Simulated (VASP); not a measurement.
Set up this calculation in VASP 6.6.1, as the native input.

* Task: single point
* Functional: r2SCAN
* Potentials or basis: VASP PAW PBE potentials, release 64 (Nb_sv)
* Cutoff: 550 eV
* k mesh: 11 × 11 × 11
* Occupations: fermi-dirac, width 0.05 eV
* Spin: no spin polarisation
* Dipole correction: no
* Further INCAR settings: ALGO = Normal; EDIFF = 1e-06; NBANDS = 12

Crystal: Nb.

```xyz
1
Lattice="-1.6300 1.6300 1.6300 1.6300 -1.6300 1.6300 1.6300 1.6300 -1.6300" Properties=species:S:1:pos:R:3 pbc="T T T"
Nb    0.0000    0.0000    0.0000
```

This cell differs from its parent crystal: volume scaled by 0.94.

One way to write it, as run:

POSCAR

```
Nb
1.0
   -1.6299823056      1.6299823056      1.6299823056
    1.6299823056     -1.6299823056      1.6299823056
    1.6299823056      1.6299823056     -1.6299823056
Nb
1
Direct
    0.0000000000      0.0000000000      0.0000000000
```

INCAR.step1

```
PREC     = Accurate       # precision mode
ENCUT    = 550            # plane-wave cutoff, eV
ISMEAR   = -1             # smearing method
SIGMA    = 0.05           # smearing width, eV
LREAL    = F              # projectors in reciprocal space
LASPH    = T              # aspherical terms in the spheres
NELM     = 120            # most SCF steps
NBANDS   = 12             # bands
GGA      = PE             # functional
ALGO     = Normal         # electronic algorithm
EDIFF    = 1E-5           # SCF threshold, eV
LWAVE    = T              # write WAVECAR
LCHARG   = F              # write CHGCAR
GGA_COMPAT= F
```

INCAR.step2

```
PREC     = Accurate       # precision mode
ENCUT    = 550            # plane-wave cutoff, eV
EDIFF    = 1E-6           # SCF threshold, eV
ISMEAR   = -1             # smearing method
SIGMA    = 0.05           # smearing width, eV
LREAL    = F              # projectors in reciprocal space
LASPH    = T              # aspherical terms in the spheres
NELM     = 120            # most SCF steps
ALGO     = Normal         # electronic algorithm
ISIF     = 2              # what is computed and relaxed
LWAVE    = F              # write WAVECAR
LCHARG   = T              # write CHGCAR
METAGGA  = R2SCAN         # meta-GGA
LMIXTAU  = T            
LELF     = T              # ELF
LVHAR    = T            
NBANDS   = 12             # bands
ISTART   = 1            
GGA_COMPAT= F
```

KPOINTS

```
Automatic mesh
0
Gamma
  11 11 11
```

Potentials or basis: VASP PAW PBE potentials, release 64 (Nb_sv).

Command:

```bash
$ cat potpaw_PBE.64/Nb_sv/POTCAR > POTCAR
$ cp INCAR.step1 INCAR
$ mpirun -np 1 vasp_std > vasp.out
$ cp INCAR.step2 INCAR
$ mpirun -np 1 vasp_std > vasp.out
```

Results of the run:

```yaml
Pressure: 8.2 GPa
```

Caveat: the PAW data sets were made with another functional, which shifts forces and pressure a little.

It took 77 s on 1 thread of Intel Xeon 8259CL, on a shared host, peak memory 0.15 GiB.
